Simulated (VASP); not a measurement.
A run of VASP 6.6.1:

POSCAR

```
InP
1.0
    0.0000000000      2.9538133482      2.9538133482
    2.9538133482      0.0000000000      2.9538133482
    2.9538133482      2.9538133482      0.0000000000
In P
1 1
Direct
    0.0000000000      0.0000000000      0.0000000000
    0.2500000000      0.2500000000      0.2500000000
```

The input INCAR.step1:

```
SYSTEM = InP
ALGO = Normal
EDIFF = 1E-4
ENCUT = 520
GGA = PE
ISMEAR = 0
LASPH = .TRUE.
LCHARG = .FALSE.
LREAL = .FALSE.
LWAVE = .TRUE.
NBANDS = 16
NELM = 100
PREC = Accurate
SIGMA = 0.01
```

INCAR.step2

```
SYSTEM = InP
ALGO = Normal
EDIFF = 1E-6
ENCUT = 520
ISIF = 2
ISMEAR = 0
ISTART = 1
LASPH = .TRUE.
LCHARG = .FALSE.
LMIXTAU = .TRUE.
LREAL = .FALSE.
LWAVE = .FALSE.
METAGGA = R2SCAN
NBANDS = 16
NELM = 100
PREC = Accurate
SIGMA = 0.01
```

KPOINTS

```
k-points
0
G
  4 4 4
  0 0 0
```

Potentials or basis: VASP PAW PBE potentials, release 64 (In_d, P).

Run with:

```console
$ cat potpaw_PBE.64/In_d/POTCAR potpaw_PBE.64/P/POTCAR > POTCAR
$ cp INCAR.step1 INCAR
$ mpirun -np 1 vasp_std > vasp.out
$ cp INCAR.step2 INCAR
$ mpirun -np 1 vasp_std > vasp.out
```

Hardware: 1 thread of Intel(R) Xeon(R) Platinum 8259CL CPU @ 2.50GHz (Skylake/Cascade Lake), with other jobs on the host.

**Question.** How long does it take, and how much memory?

**Answer.** It took 25 s on 1 thread of Intel(R) Xeon(R) Platinum 8259CL CPU @ 2.50GHz (Skylake/Cascade Lake), on a shared host, peak memory 0.18 GiB. Counts: k points 8.
